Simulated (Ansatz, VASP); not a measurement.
**Two plane-wave programs on AlAs**

The input INCAR:

```
SYSTEM = AlAs
  ALGO = Normal
  EDIFF = 1E-6
  ENCUT = 500
  GGA_COMPAT = .False.
  ISIF = 2
  ISMEAR = 0
  LASPH = .True.
  LCHARG = .True.
  LELF = .True.
  LREAL = .False.
  LVHAR = .True.
  LWAVE = .False.
  NBANDS = 11
  NELM = 120
  PREC = Accurate
  SIGMA = 0.02
```

KPOINTS

```
k-points
0
Gamma
  8 8 8
  0 0 0
```

The input POSCAR:

```
AlAs
1.0
    0.0000000000      2.8143920104      2.8143920104
    2.8143920104      0.0000000000      2.8143920104
    2.8143920104      2.8143920104      0.0000000000
Al As
1 1
Direct
    0.0000000000      0.0000000000      0.0000000000
    0.2500000000      0.2500000000      0.2500000000
```

Input for Ansatz:

```yaml
crystal:
  lattice:
    - [0.0, 2.8143920104, 2.8143920104]
    - [2.8143920104, 0.0, 2.8143920104]
    - [2.8143920104, 2.8143920104, 0.0]
  atoms:
    - { symbol: Al, position: [0.0, 0.0, 0.0] }
    - { symbol: As, position: [0.25, 0.25, 0.25] }
basis:
  ecutwfc: 420
kpoints:
  mp_grid: { grid: [8, 8, 8] }
  band_path:
    path:
      - [[0.0, 0.0, 0.0], [-0.5, -0.5, 0.0], [-0.375, -0.375, 0.25]]
      - [[-0.375, 0.0, 0.375], [0.0, 0.0, 0.0], [0.0, 0.0, 0.5], [-0.5, -0.25, 0.25], [-0.5, -0.5, 0.0]]
    npoints: 10
hamiltonian:
  xc: lda
  pseudopotentials: { kind: paw, azcp: { folder: soft_1 } }
scf:
  occupations: { method: gaussian, width: 0.02 }
  n_extra_bands: 7
output:
  forces: true
  stress: true
  eigenvalues: true
```

Alike in both runs: task single point; functional LDA; k mesh 8 × 8 × 8; occupations gaussian, width 0.02 eV; no spin polarisation.

```csv
,VASP,Ansatz
version,VASP 6.6.1,Ansatz 0.2.0
potentials or method,"VASP PAW LDA potentials, release 64 (Al, As), cutoff 500 eV","scalar-relativistic, plane waves, PAW"
valence electrons in the cell,8,18
```

Ansatz gave:

| Item | Value |
| --- | --- |
| gap on the k mesh at the Fermi level (eV) | 1.32 |
| least direct gap on the mesh (eV) | 1.98 |
| pressure (GPa) | 0.0 |

Q: What did VASP give for the same quantities?

A: gap on the k mesh at the Fermi level (eV): 1.31; least direct gap on the mesh (eV): 2.02; pressure (GPa): 0.4.

Ansatz warns that its potentials were made for another functional, while VASP's fit it. LDA's correlation is that of Perdew and Zunger in VASP and of Perdew and Wang (1992) in Ansatz. VASP's potentials hold 8 valence electrons a cell and Ansatz's 18, so a difference there can come from the potentials and not from the codes.
